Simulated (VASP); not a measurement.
# Mn3Si (Fm-3m) in VASP: further runs

Runs on Mn3Si. Level: LDA. Tasks: single point.

All numbers are computed with VASP 6.6.1; they aren't measurements. Logs are shortened: lines on timing, memory, paths and dates and some standing lists are left out, and cuts for length are marked.

## 1. The cell of the first run

The structure is cubic, space group Fm-3m (No. 225). The conventional cell has a = 5.907 Å, b = 5.907 Å, c = 5.907 Å, α = 90.00°, β = 90.00°, γ = 90.00°. Within 3.4 Å of Mn (site symmetry m-3m) lie 8 Mn at 2.56 Å and 6 Si at 2.95 Å. Mn (site symmetry -43m) has 10 Mn at 2.56 to 2.95 Å and 4 Si at 2.56 Å within 3.4 Å. Si (site symmetry m-3m) has 14 Mn at 2.56 to 2.95 Å within 3.4 Å.

## 2. Single point, LDA, collinear spin, ferromagnetic start (12.88 Å³/atom)

INCAR reads:

```
ALGO = Normal ; EDIFF = 1E-6
ENCUT = 520 ; ISIF = 2
ISMEAR = -1 ; ISPIN = 2
LASPH = T ; LCHARG = T
LELF = T ; LMAXMIX = 4
LORBIT = 11 ; LREAL = F
LVHAR = T ; LWAVE = F
MAGMOM = 4 4 4 0 ; NBANDS = 34
NELM = 150 ; PREC = Accurate
SIGMA = 0.05
```

KPOINTS reads:

```
k-points
0
Gamma
  10 10 10
```

POSCAR reads:

```
Mn3Si
1.0
    0.0000000000      2.9533534103      2.9533534103
    2.9533534103      0.0000000000      2.9533534103
    2.9533534103      2.9533534103      0.0000000000
Mn Si
3 1
Direct
    0.5000000000      0.5000000000      0.5000000000
    0.2500000000      0.2500000000      0.2500000000
    0.7500000000      0.7500000000      0.7500000000
    0.0000000000      0.0000000000      0.0000000000
```

Potentials or basis: VASP PAW LDA potentials, release 64 (Mn_pv, Si).

The run is started by

```
> cat potpaw_LDA.64/Mn_pv/POTCAR potpaw_LDA.64/Si/POTCAR > POTCAR
> mpirun -np 1 vasp_std > vasp.out
```

OUTCAR:

```text
EDIFF = 1E-6
   ENCUT = 520
   ISIF = 2
   ISMEAR = -1
   ISPIN = 2
   LASPH = T
   LORBIT = 11
   LREAL = F
   NELM = 150
   PREC = Accurate

 ion  position               nearest neighbor table
   1  0.500  0.500  0.500-   2 2.56   2 2.56   2 2.56   2 2.56   3 2.56   3 2.56   3 2.56   3 2.56
                             4 2.95   4 2.95   4 2.95   4 2.95   4 2.95   4 2.95
   2  0.250  0.250  0.250-   4 2.56   4 2.56   4 2.56   1 2.56   4 2.56   1 2.56   1 2.56   1 2.56
                             3 2.95   3 2.95   3 2.95   3 2.95   3 2.95   3 2.95
   3  0.750  0.750  0.750-   1 2.56   1 2.56   1 2.56   1 2.56   4 2.56   4 2.56   4 2.56   4 2.56
                             2 2.95   2 2.95   2 2.95   2 2.95   2 2.95   2 2.95
   4  0.000  0.000  0.000-   3 2.56   3 2.56   3 2.56   2 2.56   3 2.56   2 2.56   2 2.56   2 2.56
                             1 2.95   1 2.95   1 2.95   1 2.95   1 2.95   1 2.95

  LATTYP: Found a face centered cubic cell.
 ALAT       =     5.9067068206

  Lattice vectors:

 A1 = (   0.0000000000,   2.9533534103,   2.9533534103)
 A2 = (   2.9533534103,   0.0000000000,   2.9533534103)
 A3 = (   2.9533534103,   2.9533534103,   0.0000000000)

Analysis of symmetry for initial positions (statically):
=====================================================================
 Subroutine PRICEL returns:
 Original cell was already a primitive cell.

 Routine SETGRP: Setting up the symmetry group for a
 face centered cubic supercell.

 Subroutine GETGRP returns: Found 48 space group operations
 (whereof 48 operations were pure point group operations)
 out of a pool of 48 trial point group operations.

The static configuration has the point symmetry O_h .

Analysis of symmetry for dynamics (positions and initial velocities):
=====================================================================
 Subroutine PRICEL returns:
 Original cell was already a primitive cell.

 Routine SETGRP: Setting up the symmetry group for a
 face centered cubic supercell.

 Subroutine GETGRP returns: Found 48 space group operations
 (whereof 48 operations were pure point group operations)
 out of a pool of 48 trial point group operations.

The dynamic configuration has the point symmetry O_h .

Analysis of structural, dynamic, and magnetic symmetry:
=====================================================================
 Subroutine PRICEL returns:
 Original cell was already a primitive cell.

 Routine SETGRP: Setting up the symmetry group for a
 face centered cubic supercell.

 Subroutine GETGRP returns: Found 48 space group operations
 (whereof 48 operations were pure point group operations)
 out of a pool of 48 trial point group operations.

The overall configuration has the point symmetry O_h .

 Subroutine INISYM returns: Found 48 space group operations
 (whereof 48 operations are pure point group operations),
 and found     1 'primitive' translations

----------------------------------------------------------------------------------------

                                     Primitive cell

  volume of cell :      51.5200

  direct lattice vectors                    reciprocal lattice vectors
     0.000000000  2.953353410  2.953353410    -0.169299075  0.169299075  0.169299075
     2.953353410  0.000000000  2.953353410     0.169299075 -0.169299075  0.169299075
     2.953353410  2.953353410  0.000000000     0.169299075  0.169299075 -0.169299075

  length of vectors
     4.176672447  4.176672447  4.176672447     0.293234599  0.293234599  0.293234599

  position of ions in fractional coordinates (direct lattice)
     0.500000000  0.500000000  0.500000000
     0.250000000  0.250000000  0.250000000
     0.750000000  0.750000000  0.750000000
     0.000000000  0.000000000  0.000000000

  ion indices of the primitive-cell ions
   primitive index   ion index
                 1           1
                 2           2
                 3           3
                 4           4

----------------------------------------------------------------------------------------

 KPOINTS: k-points

Automatic generation of k-mesh.
 Grid dimensions read from file:
 generate k-points for:   10   10   10

 Generating k-lattice:

  Cartesian coordinates                     Fractional coordinates (reciprocal lattice)
    -0.016929907  0.016929907  0.016929907     0.100000000  0.000000000  0.000000000
     0.016929907 -0.016929907  0.016929907     0.000000000  0.100000000  0.000000000
     0.016929907  0.016929907 -0.016929907     0.000000000  0.000000000  0.100000000

  Length of vectors
     0.029323460  0.029323460  0.029323460

  Shift w.r.t. Gamma in fractional coordinates (k-lattice)
     0.000000000  0.000000000  0.000000000

 Subroutine IBZKPT returns following result:
 ===========================================

 Found     47 irreducible k-points:

 Following reciprocal coordinates:
            Coordinates               Weight
  0.000000  0.000000  0.000000      1.000000
  0.100000  0.000000  0.000000      8.000000
  0.200000  0.000000  0.000000      8.000000
  0.300000  0.000000  0.000000      8.000000
  0.400000  0.000000  0.000000      8.000000
  0.500000  0.000000  0.000000      4.000000
[... 16 lines left out ...]
  0.300000  0.300000  0.000000      6.000000
  0.400000  0.300000  0.000000     24.000000
 [... further k-points ...]
   k-points           NKPTS =     47   k-points in BZ     NKDIM =     47   number of bands    NBANDS=     34
   number of dos      NEDOS =    301   number of ions     NIONS =      4
   total plane-waves  NPLWV =  32768
   dimension x,y,z NGX =    32 NGY =   32 NGZ =   32
   dimension x,y,z NGXF=    64 NGYF=   64 NGZF=   64
   ions per type =               3   1
   NGX,Y,Z   is equivalent  to a cutoff of  12.74, 12.74, 12.74 a.u.
   NGXF,Y,Z  is equivalent  to a cutoff of  25.47, 25.47, 25.47 a.u.
 SYSTEM =  unknown system
   PREC   = accura    normal or accurate (medium, high low for compatibility)
   ISTART =      0    job   : 0-new  1-cont  2-samecut
   ICHARG =      2    charge: 1-file 2-atom 10-const
   ISPIN  =      2    spin polarized calculation?
   LNONCOLLINEAR =      F non collinear calculations
   LSORBIT =      F    spin-orbit coupling
   LASPH  =      T    aspherical Exc in radial PAW
   ENCUT  =  520.0 eV  38.22 Ry    6.18 a.u.   7.77  7.77  7.77*2*pi/ulx,y,z
   NELM   =    150;   NELMIN=  2; NELMDL= -5     # of ELM steps
   EDIFF  = 0.1E-05   stopping-criterion for ELM
   LREAL  =      F    real-space projection
   EDIFFG = 0.1E-04   stopping-criterion for IOM
   NSW    =      0    number of steps for IOM
   IBRION =     -1    ionic relax: 0-MD 1-quasi-New 2-CG
   NFREE  =      0    steps in history (QN), initial steepest desc. (CG)
   ISIF   =      2    stress and relaxation
   ISYM   =      2    0-nonsym 1-usesym 2-fastsym
   POTIM  = 0.5000    time-step for ionic-motion
   TEBEG  =    0.0;   TEEND  =   0.0 temperature during run
   PSTRESS=    0.0 pullay stress
   NELECT =      43.0000    total number of electrons
   NUPDOWN=      -1.0000    fix difference up-down
   EMIN   =  10.00;   EMAX   =-10.00  energy-range for DOS
   EFERMI =   0.00;   METHOD = LEGACY
   ISMEAR =    -1;   SIGMA  =   0.05  broadening in eV -4-tet -1-fermi 0-gaus
   EFERMI_NEDOS =   21; number of points for ismear=-14 and -15
   IALGO  =     38    algorithm
   IMIX   =      4    mixing-type and parameters
     AMIX     =   0.40;   BMIX     =  1.00
     AMIX_MAG =   1.60;   BMIX_MAG =  1.00
  volume/ion in A,a.u.               =      12.88        86.92
  Fermi-wavevector in a.u.,A,eV,Ry     =   1.541365  2.912758 32.324815  2.375807
  Thomas-Fermi vector in A             =   2.647321
   LORBIT       =     11    0 simple, 1 ext, 2 COOP (PROOUT), +10 PAW based schemes
   GGA     = CA    functional components
   LHFCALC =     F    Hartree Fock is set to
   AEXX    =    0.0000 exact exchange contribution
   IVDW    =     0    specifies the selected vdW correction
   LEPSILON=     F    determine dielectric tensor
   LRPA    =     F    only Hartree local field effects (RPA)
 spin polarized calculation
  energy-cutoff  :      520.00
  volume of cell :       51.52
 maximum number of plane-waves:      1411
   NGX = 15   NGY = 15   NGZ = 15

 number of electron      43.0000000 magnetization      12.0000000

 number of electron      42.9999989 magnetization       1.0118133

 Free energy of the ion-electron system (eV)
  ---------------------------------------------------
  ext. energy  EPLUGINS =         0.00000000
  ---------------------------------------------------
  free energy    TOTEN  =       -36.39278205 eV

  energy without entropy =      -36.36816402  energy(sigma->0) =      -36.38047304

 E-fermi :   8.9206     XC(G=0): -12.8757

 val. band max:        8.9172701318   @ k =   0.3000   0.2000   0.1000
 cond. band min:       8.9225621403   @ k =  -0.2000   0.1000   0.0000
 fundamental gap:      0.0052920085
 Fermi energy:         8.9206069632

 spin component 1

 k-point     1 :       0.0000    0.0000    0.0000
  band No.  band energies     occupation
      1     -39.8982      1.00000
      2     -39.8982      1.00000
      3     -39.8982      1.00000
      4     -38.0272      1.00000
      5     -38.0272      1.00000
      6     -38.0272      1.00000
[... 853 lines left out ...]
     32      17.1158      0.00000
     33      18.4641      0.00000

 [... further k-points ...]

 spin component 2

 k-point     1 :       0.0000    0.0000    0.0000
  band No.  band energies     occupation
      1     -38.8876      1.00000
      2     -38.8876      1.00000
      3     -38.8876      1.00000
      4     -38.8382      1.00000
      5     -38.8382      1.00000
      6     -38.8382      1.00000
[... 853 lines left out ...]
     32      17.0947      0.00000
     33      18.6062      0.00000

 [... further k-points ...]

 [bands above 33 left out]

------------------------ aborting loop because EDIFF is reached ----------------------------------------

  FORCE on cell =-STRESS in cart. coord.  units (eV):
  Direction    XX          YY          ZZ          XY          YZ          ZX
  --------------------------------------------------------------------------------------
  -------------------------------------------------------------------------------------
  Total      -10.9424242    -10.9424242    -10.9424242      0.0000000      0.0000000     -0.0000000
  in kB     -340.2889707   -340.2889707   -340.2889707      0.0000000      0.0000000     -0.0000000
  external PRESSURE =    -340.2889707 kB  Pullay stress =       0.0000000 kB

 VOLUME and BASIS-vectors are now :
 -----------------------------------------------------------------------------
  energy-cutoff  :      520.00
  volume of cell :       51.52
      direct lattice vectors                 reciprocal lattice vectors
     0.000000000  2.953353410  2.953353410    -0.169299075  0.169299075  0.169299075
     2.953353410  0.000000000  2.953353410     0.169299075 -0.169299075  0.169299075
     2.953353410  2.953353410  0.000000000     0.169299075  0.169299075 -0.169299075

 POSITION                                       TOTAL-FORCE (eV/Angst)
 -----------------------------------------------------------------------------------
      2.95335      2.95335      2.95335        -0.000000     -0.000000     -0.000000
      1.47668      1.47668      1.47668         0.000000      0.000000      0.000000
      4.43003      4.43003      4.43003        -0.000000      0.000000     -0.000000
      0.00000      0.00000      0.00000        -0.000000     -0.000000     -0.000000
 -----------------------------------------------------------------------------------
    total drift:                               -0.000000     -0.000000      0.000000

  FREE ENERGIE OF THE ION-ELECTRON SYSTEM (eV)
  ---------------------------------------------------
  free  energy   TOTEN  =       -36.3927820530 eV

  energy  without entropy=      -36.3681640194  energy(sigma->0) =      -36.38047304

 total charge

# of ion       s       p       d       tot
------------------------------------------
    1        0.347   6.292   5.043  11.683
    2        0.307   6.291   5.173  11.771
    3        0.307   6.291   5.173  11.771
    4        0.724   0.840   0.000   1.564
--------------------------------------------------
tot          1.685  19.714  15.389  36.789

 magnetization (x)

# of ion       s       p       d       tot
------------------------------------------
    1        0.025   0.024   2.681   2.730
    2       -0.006  -0.011  -0.890  -0.907
    3       -0.006  -0.011  -0.890  -0.907
    4        0.021   0.024   0.000   0.045
--------------------------------------------------
tot          0.034   0.026   0.901   0.961
```

Run time: 4.4 min. Hardware: 1 thread of Intel Xeon Platinum 8375C at 2.90GHz (Ice Lake), shared host; peak memory 0.25 GiB.

What came out:

```yaml
Free_energy: -36.3928 eV
Pressure: -34.0 GPa
Band_gap_on_the_k_mesh: zero (filled and empty bands overlap)
Net_moment: 1.01 μB per cell
Site_moments: Mn +2.73, -0.91 (each value once); Si +0.04 μB
Valence_electrons_inside_the_program's_atomic_spheres: Mn 11.68, 11.77 (each value once); Si 1.56
```

Caveat: the cell stands under tension.

## 3. Single point, LDA, collinear spin, ferromagnetic start (12.88 Å³/atom)

INCAR reads:

```
SYSTEM = Mn3Si
  PREC = Accurate
  ENCUT = 520
  EDIFF = 1E-7
  ISMEAR = -1
  SIGMA = 0.05
  LREAL = .False.
  LASPH = .True.
  NELM = 150
  ALGO = Normal
  ISIF = 2
  LWAVE = .False.
  LCHARG = .False.
  ISPIN = 2
  MAGMOM = 4 4 4 0
  LORBIT = 11
  LMAXMIX = 4
  GGA = CA
  NBANDS = 34
```

KPOINTS reads:

```
Automatic mesh
0
Gamma
  10 10 10
  0 0 0
```

POSCAR is that of step 2.

Potentials or basis: VASP PAW LDA potentials, release 64 (Mn_pv, Si).

The run is started by

```
> cat potpaw_LDA.64/Mn_pv/POTCAR potpaw_LDA.64/Si/POTCAR > POTCAR
> mpirun -np 1 vasp_std > vasp.out
```

Run time: 3.8 min. Hardware: 1 thread of Intel Xeon Platinum 8375C at 2.90GHz (Ice Lake), shared host; peak memory 0.24 GiB.

The run converged. Its results:

```yaml
Free_energy: -36.3928 eV
Pressure: -34.0 GPa
Band_gap_on_the_k_mesh: zero (filled and empty bands overlap)
Net_moment: 1.01 μB per cell
Site_moments: Mn +2.73, -0.91 (each value once); Si +0.04 μB
Valence_electrons_inside_the_program's_atomic_spheres: Mn 11.68, 11.77 (each value once); Si 1.56
```

Levels at points of the mesh, in eV from the Fermi level:
Spin up:
```tsv
k point	band 20	band 21	band 22	band 23	band 24	band 25
(0.00, 0.00, 0.00)	-0.11	0.68	0.68	0.68	1.14	1.14
(0.50, 0.00, 0.00)	-0.38	-0.38	-0.28	-0.28	0.47	0.47
(0.50, 0.50, 0.00)	-1.00	-0.15	-0.15	0.09	0.70	0.72
```
Spin down:
| k point | band 18 | band 19 | band 20 | band 21 | band 22 | band 23 | band 24 | band 25 |
| --- | --- | --- | --- | --- | --- | --- | --- | --- |
| (0.00, 0.00, 0.00) | -1.17 | 0.07 | 0.07 | 0.07 | 0.51 | 0.51 | 1.50 | 1.50 |
| (0.50, 0.00, 0.00) | -1.73 | -1.06 | -1.06 | -1.05 | 0.76 | 0.76 | 1.34 | 1.42 |
| (0.50, 0.50, 0.00) | -1.70 | -0.74 | -0.74 | -0.18 | 0.45 | 0.47 | 0.74 | 0.88 |

Caveat: the cell stands under tension.
